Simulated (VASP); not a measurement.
Wanted: the native input for a VASP 6.6.1 run.

* Task: single point
* Functional: r2SCAN
* Potentials or basis: VASP PAW PBE potentials, release 64 (B, N)
* Cutoff: 520 eV
* k mesh: 12 × 12 × 12
* Occupations: gaussian, width 0.02 eV
* Spin: no spin polarisation
* Dipole correction: no
* Further INCAR settings: ALGO = Normal; EDIFF = 1e-06; NBANDS = 11

Crystal: BN.

```
B N
1.0
     0.00000    1.84021    1.84021
     1.84021    0.00000    1.84021
     1.84021    1.84021    0.00000
B N
1 1
Direct
  0.00000 0.00000 0.00000
  0.75000 0.75000 0.75000
```

These files were run (other wordings do the same):

POSCAR

```
BN
1.0
    0.0000000000      1.8402112479      1.8402112479
    1.8402112479      0.0000000000      1.8402112479
    1.8402112479      1.8402112479      0.0000000000
B N
1 1
Direct
    0.0000000000      0.0000000000      0.0000000000
    0.7500000000      0.7500000000      0.7500000000
```

INCAR.step1

```
PREC     = Accurate       # precision mode
ENCUT    = 520            # plane-wave cutoff, eV
ISMEAR   = 0              # smearing method
SIGMA    = 0.02           # smearing width, eV
LREAL    = False          # projectors in reciprocal space
LASPH    = True           # aspherical terms in the spheres
NELM     = 60             # most SCF steps
NBANDS   = 11             # bands
GGA      = PE             # functional
ALGO     = Normal         # electronic algorithm
EDIFF    = 1E-4           # SCF threshold, eV
LWAVE    = True           # write WAVECAR
LCHARG   = False          # write CHGCAR
```

INCAR.step2

```
PREC     = Accurate       # precision mode
ENCUT    = 520            # plane-wave cutoff, eV
EDIFF    = 1E-6           # SCF threshold, eV
ISMEAR   = 0              # smearing method
SIGMA    = 0.02           # smearing width, eV
LREAL    = False          # projectors in reciprocal space
LASPH    = True           # aspherical terms in the spheres
NELM     = 60             # most SCF steps
ALGO     = Normal         # electronic algorithm
ISIF     = 2              # what is computed and relaxed
LWAVE    = False          # write WAVECAR
LCHARG   = True           # write CHGCAR
METAGGA  = R2SCAN         # meta-GGA
LMIXTAU  = True         
LELF     = True           # ELF
LVHAR    = True         
NBANDS   = 11             # bands
ISTART   = 1
```

KPOINTS

```
Automatic mesh
0
Gamma
  12 12 12
```

Potentials or basis: VASP PAW PBE potentials, release 64 (B, N).

Launch:

```bash
$ cat potpaw_PBE.64/B/POTCAR potpaw_PBE.64/N/POTCAR > POTCAR
$ cp INCAR.step1 INCAR
$ mpirun -np 1 vasp_std > vasp.out
$ cp INCAR.step2 INCAR
$ mpirun -np 1 vasp_std > vasp.out
```

Results of the run:

```yaml
Pressure: -19.6 GPa
Band_gap_on_the_k_mesh: 4.91 eV (least direct gap 9.26 eV)
```

Caveat: the cell stands under tension; the PAW data sets were made with another functional, which shifts forces and pressure a little.

It took 26 s on 1 thread of Intel(R) Xeon(R) 6975P-C (Granite Rapids) (shared host), peak memory 0.13 GiB.
